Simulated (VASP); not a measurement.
# BP in VASP: a series of runs, part 2 of 2

VASP 6.6.1.

### 3 Single point, PBEsol

This run uses another cell than the first one, of 11.55 Å³/atom, 1.015 times its volume.

File INCAR:

```
PREC = Accurate ; ENCUT = 500
EDIFF = 1E-6 ; ISMEAR = 0
SIGMA = 0.01 ; LREAL = False
LASPH = True ; NELM = 120
ALGO = Normal ; ISIF = 2
LWAVE = False ; LCHARG = False
GGA = PS ; NBANDS = 11
GGA_COMPAT = False
```

File KPOINTS:

```
regular mesh
0
Gamma
  8 8 8
```

File POSCAR:

```
BP
1.0
    0.0000000000      2.2601615694      2.2601615694
    2.2601615694      0.0000000000      2.2601615694
    2.2601615694      2.2601615694      0.0000000000
B P
1 1
Direct
    0.0000000000      0.0000000000      0.0000000000
    0.7500000000      0.7500000000      0.7500000000
```

Potentials or basis: VASP PAW PBE potentials, release 64 (B, P).

Run with:

```
$ cat potpaw_PBE.64/B/POTCAR potpaw_PBE.64/P/POTCAR > POTCAR
$ mpirun -np 1 vasp_std > vasp.out
```

Wall time 8.8 s (1 thread of Intel Xeon Platinum 8259CL at 2.50GHz (Skylake/Cascade Lake), shared host); peak memory 0.13 GiB.

Results (log left out):

```yaml
Free_energy: -13.6713 eV
Pressure: 0.1 GPa
Band_gap_on_the_k_mesh: 1.15 eV, indirect (least direct gap 3.37 eV)
```

Levels at points of the mesh, in eV from the valence-band top:
| k point | band 2 | band 3 | band 4 | band 5 | band 6 | band 7 |
| --- | --- | --- | --- | --- | --- | --- |
| (0.00, 0.00, 0.00) | 0.00 | 0.00 | 0.00 | 3.37 | 3.37 | 3.37 |
| (0.50, 0.00, 0.00) | -9.18 | -1.78 | -1.78 | 3.80 | 4.66 | 4.66 |
| (0.50, 0.50, 0.00) | -8.66 | -4.19 | -4.19 | 1.20 | 1.51 | 12.21 |

Caveat: the PAW data sets were made with another functional, which shifts forces and pressure a little.

### 4 Single point, PBEsol (z stretched by -0.5 %, x and y held)

File INCAR:

```
PREC = Accurate
ENCUT = 500
EDIFF = 1E-6
ISMEAR = 0
SIGMA = 0.01
LREAL = False
LASPH = True
NELM = 120
ALGO = Normal
ISIF = 2
LWAVE = False
LCHARG = False
GGA = PS
NBANDS = 11
GGA_COMPAT = False
```

KPOINTS is that of step 3.

File POSCAR:

```
BP
1.0
    0.0000000000      2.2600702900      2.2487699386
    2.2600702900      0.0000000000      2.2487699386
    2.2600702900      2.2600702900      0.0000000000
B P
1 1
Direct
    0.0000000000      0.0000000000      0.0000000000
    0.7500000000      0.7500000000      0.7500000000
```

Run with:

```
$ cat potpaw_PBE.64/B/POTCAR potpaw_PBE.64/P/POTCAR > POTCAR
$ mpirun -np 1 vasp_std > vasp.out
```

It took 10 s on 1 thread of Intel Xeon Platinum 8259CL at 2.50GHz (Skylake/Cascade Lake), shared host; peak memory 0.14 GiB.

Results (log left out):

| Property | Result |
| --- | --- |
| Free energy | -13.6705 eV |
| Pressure | 1.0 GPa |
| Band gap on the k mesh | 1.07 eV, indirect (least direct gap 3.33 eV) |

Stress tensor (GPa, compression positive):
```
0.55 0.00 0.00
0.00 0.55 0.00
0.00 0.00 1.87
```

Levels at points of the mesh, in eV from the valence-band top:
```tsv
k point	band 2	band 3	band 4	band 5	band 6	band 7
(0.00, 0.00, 0.00)	-0.05	-0.05	0.00	3.33	3.36	3.36
(0.50, 0.00, 0.00)	-9.25	-1.85	-1.79	3.80	4.60	4.66
(0.50, 0.50, 0.00)	-8.69	-4.28	-4.28	1.12	1.42	12.22
(0.50, 0.00, 0.50)	-8.74	-4.23	-4.22	1.18	1.49	12.17
```

Caveat: the cell differs from its parent crystal (z stretched by -0.5 %, x and y held); the PAW data sets were made with another functional, which shifts forces and pressure a little.

### 5 Single point, PBEsol (z stretched by +0.5 %, x and y held)

File INCAR:

```
SYSTEM = BP
PREC = Accurate
ENCUT = 500
EDIFF = 1E-6
ISMEAR = 0
SIGMA = 0.01
LREAL = .False.
LASPH = .True.
NELM = 120
ALGO = Normal
ISIF = 2
LWAVE = .False.
LCHARG = .True.
GGA = PS
LELF = .True.
LVHAR = .True.
NBANDS = 11
GGA_COMPAT = .False.
```

File KPOINTS:

```
Automatic mesh
0
Gamma
  8 8 8
  0 0 0
```

File POSCAR:

```
BP
1.0
    0.0000000000      2.2600702900      2.2713706415
    2.2600702900      0.0000000000      2.2713706415
    2.2600702900      2.2600702900      0.0000000000
B P
1 1
Direct
    0.0000000000      0.0000000000      0.0000000000
    0.7500000000      0.7500000000      0.7500000000
```

Potentials or basis: VASP PAW PBE potentials, release 64 (B, P).

Run with:

```
$ cat potpaw_PBE.64/B/POTCAR potpaw_PBE.64/P/POTCAR > POTCAR
$ mpirun -np 1 vasp_std > vasp.out
```

OUTCAR:

```text
SYSTEM = BP
   PREC = Accurate
   ENCUT = 500
   EDIFF = 1E-6
   ISMEAR = 0
   LREAL = .False.
   LASPH = .True.
   NELM = 120
   ISIF = 2
   GGA = PS

 ion  position               nearest neighbor table
   1  0.000  0.000  0.000-   2 1.96   2 1.96   2 1.96   2 1.96
   2  0.750  0.750  0.750-   1 1.96   1 1.96   1 1.96   1 1.96

  LATTYP: Found a body centered tetragonal cell.
 ALAT       =     3.1962220560
 C/A-ratio  =     1.4212846302

  Lattice vectors:

[... 524 lines left out ...]

  FORCE on cell =-STRESS in cart. coord.  units (eV):
  Direction    XX          YY          ZZ          XY          YZ          ZX
  --------------------------------------------------------------------------------------
  -------------------------------------------------------------------------------------
  Total       -0.0388397     -0.0388397     -0.2307407      0.0000000      0.0000000      0.0000000
  in kB       -2.6817909     -2.6817909    -15.9320964      0.0000000      0.0000000      0.0000000
  external PRESSURE =      -7.0985594 kB  Pullay stress =       0.0000000 kB

 VOLUME and BASIS-vectors are now :
 -----------------------------------------------------------------------------
  energy-cutoff  :      500.00
  volume of cell :       23.20
      direct lattice vectors                 reciprocal lattice vectors
     0.000000000  2.260070290  2.271370641    -0.221232057  0.221232057  0.220131400
     2.260070290  0.000000000  2.271370641     0.221232057 -0.221232057  0.220131400
     2.260070290  2.260070290  0.000000000     0.221232057  0.221232057 -0.220131400

 POSITION                                       TOTAL-FORCE (eV/Angst)
 -----------------------------------------------------------------------------------
      0.00000      0.00000      0.00000         0.000000      0.000000      0.000000
      3.39011      3.39011      3.40706        -0.000000     -0.000000     -0.000000
 -----------------------------------------------------------------------------------
    total drift:                               -0.000000     -0.000000     -0.000000

  FREE ENERGIE OF THE ION-ELECTRON SYSTEM (eV)
  ---------------------------------------------------
  free  energy   TOTEN  =       -13.6707704471 eV

  energy  without entropy=      -13.6707704471  energy(sigma->0) =      -13.67077045
```

stdout:

```text
POSCAR found type information on POSCAR B P
 POSCAR found :  2 types and       2 ions
 scaLAPACK will be used
 -----------------------------------------------------------------------------
|                                                                             |
|                                                                             |
|     You enforced a specific xc type in the INCAR file but a different       |
|     I HOPE YOU KNOW WHAT YOU ARE DOING!                                     |
|                                                                             |
 -----------------------------------------------------------------------------

 LDA part: xc-table for (Slater+PW92), standard interpolation
 POSCAR, INCAR and KPOINTS ok, starting setup
 FFT: planning ... GRIDC
 FFT: planning ... GRID_SOFT
 FFT: planning ... GRID
 WAVECAR not read
 entering main loop
```

It took 13 s on 1 thread of Intel Xeon Platinum 8259CL at 2.50GHz (Skylake/Cascade Lake), shared host; peak memory 0.14 GiB.

What came out:

| Quantity | Value |
| --- | --- |
| Free energy | -13.6708 eV |
| Pressure | -0.7 GPa |
| Band gap on the k mesh | 1.12 eV, indirect (least direct gap 3.34 eV) |

Stress tensor (GPa, compression positive):
```
-0.27  0.00  0.00
 0.00 -0.27  0.00
 0.00  0.00 -1.59
```

Levels at points of the mesh, in eV from the valence-band top:
```csv
k point,band 1,band 2,band 3,band 4,band 5,band 6,band 7,band 8
"(0.00, 0.00, 0.00)",-15.58,-0.05,0.00,0.00,3.34,3.34,3.37,7.43
"(0.50, 0.00, 0.00)",-12.20,-9.16,-1.82,-1.76,3.75,4.62,4.66,9.94
"(0.50, 0.50, 0.00)",-10.70,-8.68,-4.15,-4.15,1.23,1.54,12.15,12.15
"(0.50, 0.00, 0.50)",-10.65,-8.64,-4.21,-4.20,1.18,1.47,12.09,12.19
```

Caveat: the cell differs from its parent crystal (z stretched by +0.5 %, x and y held); the PAW data sets were made with another functional, which shifts forces and pressure a little.

### 6 The runs side by side

| cell | gap on the mesh (eV) | pressure (GPa) |
| --- | --- | --- |
| a = 3.180 Å, angles 60.0°, 2 atoms | 1.13 | 2.8 |
| a = 3.196 Å, angles 60.0°, 2 atoms | 1.15 | 0.1 |
| a = 3.188, b = 3.188, c = 3.196 Å, angles 59.9, 59.9, 60.2°, 2 atoms | 1.07 | 1.0 |
| a = 3.204, b = 3.204, c = 3.196 Å, angles 60.1, 60.1, 59.8°, 2 atoms | 1.12 | -0.7 |

Alike in all rows: task single point; level PBEsol; potentials or basis VASP PAW PBE potentials, release 64 (B, P); no spin polarisation; k mesh 8 × 8 × 8; cutoff (eV) 500; smearing gaussian 0.01 eV.

Caveats: the PAW data sets were made with another functional, which shifts forces and pressure a little.

Absolute energies hang on the potentials; compare differences alone.
